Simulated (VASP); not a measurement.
InAs:

```xyz
2
Lattice="0.0000 3.0932 3.0932 3.0932 0.0000 3.0932 3.0932 3.0932 0.0000" Properties=species:S:1:pos:R:3 pbc="T T T"
In    0.0000    0.0000    0.0000
As    1.5466    1.5466    1.5466
```

Program: VASP 6.6.1. Alike in all runs: task single point; cell as given; k mesh 12 × 12 × 12; cutoff (eV) 520; smearing gaussian 0.1 eV.

**Question.** Order these runs on this cell by their pressure, lowest first.
A. level LDA; potentials or basis VASP PAW LDA potentials, release 64 (In_d, As); spin off
B. level r2SCAN; potentials or basis VASP PAW PBE potentials, release 64 (In_d, As); spin off
C. level PBE; potentials or basis VASP PAW PBE potentials, release 64 (In_d, As); spin non-collinear, zero start, SOC

**Answer.** A (-3.8 GPa), B (-2.0 GPa), C (0.0 GPa).

Caveats: the cell stands under tension (at least some runs); the PAW data sets were made with another functional, which shifts forces and pressure a little (at least some runs).
